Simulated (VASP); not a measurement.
Runs of VASP 6.6.1 on BaTaH5. The structure is that of space group P4/mmm (No. 123), or close to it. The cells are those of the table. 

| task | potentials or basis | cell | k mesh | cutoff (eV) | second run | gap on the mesh (eV) | pressure (GPa) | relaxed volume (Å³/atom) | largest force (eV/Å) |
| --- | --- | --- | --- | --- | --- | --- | --- | --- | --- |
| relaxation of cell and atoms | VASP PAW PBE potentials, release 64 (Ba_sv, Ta_sv_GW, H) | relaxed from a = 3.818, b = 3.818, c = 6.186 Å, 7 atoms | 4 × 4 × 4 | 500 | valence_matched | none | -0.2 | (b) | 0.01 |
| single point | VASP PAW PBE potentials, release 64 (Ba_sv, Ta_sv_GW, H) | a = 3.370, b = 3.370, c = 6.922 Å, 7 atoms | 4 × 4 × 4 | 500 | valence_matched | none | (a) | - | 0.01 |
| single point | VASP PAW PBE potentials, release 64 (Ba_sv, Ta_pv, H) | a = 3.370, b = 3.370, c = 6.922 Å, 7 atoms | 4 × 4 × 4 | 520 | - | none | 1.0 | - | - |
| relaxation of cell and atoms | VASP PAW PBE potentials, release 64 (Ba_sv, Ta_pv, H) | relaxed from a = 3.818, b = 3.818, c = 6.186 Å, 7 atoms | 4 × 4 × 4 | 600 | - | none | -0.2 | 11.47 | 0.01 |
| relaxation of cell and atoms | VASP PAW PBE potentials, release 64 (Ba_sv, Ta_pv, H) | relaxed from a = 3.370, b = 3.370, c = 6.922 Å, 7 atoms | 6 × 6 × 4 | 600 | - | none | 0.2 | 11.36 | 0.04 |

Alike in all rows: level PBE; no spin polarisation; smearing gaussian 0.1 eV.

Question: Fill in the values left out.

Answer: (a) 0.8; (b) 11.42.

Caveats: some runs use coarse meshes; spin-orbit coupling is left out, which moves the levels of the heavy elements.

A k mesh can miss the band edges, and the runs leave out spin-orbit coupling on Ba, Ta.

A gap of «none» marks levels without a gap at the run's occupations.

The runs don't all hold the same shells in valence.
